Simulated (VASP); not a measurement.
Input of a VASP 6.6.1 run:

File INCAR:

```
PREC = Accurate
ENCUT = 520
EDIFF = 1E-7
ISMEAR = 0
SIGMA = 0.1
LREAL = F
LASPH = T
NELM = 100
ALGO = Normal
ISIF = 2
LWAVE = F
LCHARG = T
GGA = PE
LELF = T
LVHAR = T
NBANDS = 35
```

Contents of KPOINTS:

```
regular mesh
0
Gamma
  12 12 12
```

Contents of POSCAR:

```
AlGa3N2
1.0
    2.7453457573      1.5850261120      4.6876243019
   -2.7453457573      1.5850261120      4.6876243019
    0.0000000000     -3.1700522240      4.6876243019
Al Ga N
1 3 2
Direct
    0.5000000000      0.5000000000      0.5000000000
    0.5000000000      0.5000000000      0.0000000000
    0.0000000000      0.5000000000      0.5000000000
    0.5000000000      0.0000000000      0.5000000000
    0.7502186637      0.7502186637      0.7502186637
    0.2497813363      0.2497813363      0.2497813363
```

Potentials or basis: VASP PAW PBE potentials, release 64 (Al, Ga_d, N).

Launch:

```bash
$ cat potpaw_PBE.64/Al/POTCAR potpaw_PBE.64/Ga_d/POTCAR potpaw_PBE.64/N/POTCAR > POTCAR
$ mpirun -np 1 vasp_std > vasp.out
```

Question: Estimate the band gap on the k mesh.

Answer: Zero (bands 26 and 27 overlap by 1.47 eV).

Question: Predict the largest force.

Answer: 0.043 eV/Å.

Forces in eV/Å, atoms in the order of the input:
```
Al   0.000  0.000  0.000
Ga   0.000  0.000  0.000
Ga   0.000  0.000  0.000
Ga   0.000  0.000  0.000
N    0.000  0.000  0.043
N    0.000  0.000 -0.043
```
